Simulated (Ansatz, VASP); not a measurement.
## Two plane-wave programs on Ni

```
Ni
1.0
    -1.35139    1.35139    1.35139
     1.35139   -1.35139    1.35139
     1.35139    1.35139   -1.35139
Ni
1
Direct
  0.00000 0.00000 0.00000
```

Alike in both runs: task single point; functional revPBE; k mesh 18 × 18 × 18; occupations fermi-dirac, width 0.05 eV; collinear spin.

|  | VASP | Ansatz |
| --- | --- | --- |
| version | VASP 6.6.1 | Ansatz 0.2.0 |
| potentials or method | VASP PAW PBE potentials, release 64 (Ni), cutoff 520 eV | plane waves (420 eV) with PAW, scalar-relativistic |
| valence electrons in the cell | 10 | 18 |

Ansatz gave:

| Item | Value |
| --- | --- |
| net moment per atom (μB) | 0.51 |
| size of the moment on the site where the two differ most (μB) | 0.53 |

Problem. What did VASP give for the same quantities?

Solution. net moment per atom (μB): 0.50; size of the moment on the site where the two differ most (μB): 0.50.

VASP's potentials were made for PBE, not for revPBE. Site moments also hang on the region over which each program counts them. VASP's potentials hold 10 valence electrons a cell and Ansatz's 18, so a difference there can come from the potentials and not from the codes.
